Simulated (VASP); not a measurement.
A run of VASP 6.6.1:

File INCAR:

```
SYSTEM = CdSe
ALGO = Normal
EDIFF = 1E-7
ENCUT = 520
GGA = CA
ISIF = 2
ISMEAR = -1
LASPH = .True.
LCHARG = .False.
LREAL = .False.
LWAVE = .False.
NBANDS = 16
NELM = 100
PREC = Accurate
SIGMA = 0.03
```

The input KPOINTS:

```
k-points
0
Gamma
  8 8 8
  0 0 0
```

File POSCAR:

```
CdSe
1.0
    0.0000000000      3.0075950161      3.0075950161
    3.0075950161      0.0000000000      3.0075950161
    3.0075950161      3.0075950161      0.0000000000
Cd Se
1 1
Direct
    0.0000000000      0.0000000000      0.0000000000
    0.2500000000      0.2500000000      0.2500000000
```

Potentials or basis: VASP PAW LDA potentials, release 64 (Cd, Se).

Run with:

```console
$ cat potpaw_LDA.64/Cd/POTCAR potpaw_LDA.64/Se/POTCAR > POTCAR
$ mpirun -np 1 vasp_std > vasp.out
```

Hardware: 1 thread of Intel(R) Xeon(R) Platinum 8488C (Sapphire Rapids), on a shared host.

Problem. Estimate the wall time of this run.

Solution. Wall time 18 s on 1 thread of Intel(R) Xeon(R) Platinum 8488C (Sapphire Rapids) (shared host), peak memory 0.17 GiB. Counts: scf iterations 13, k points 29.
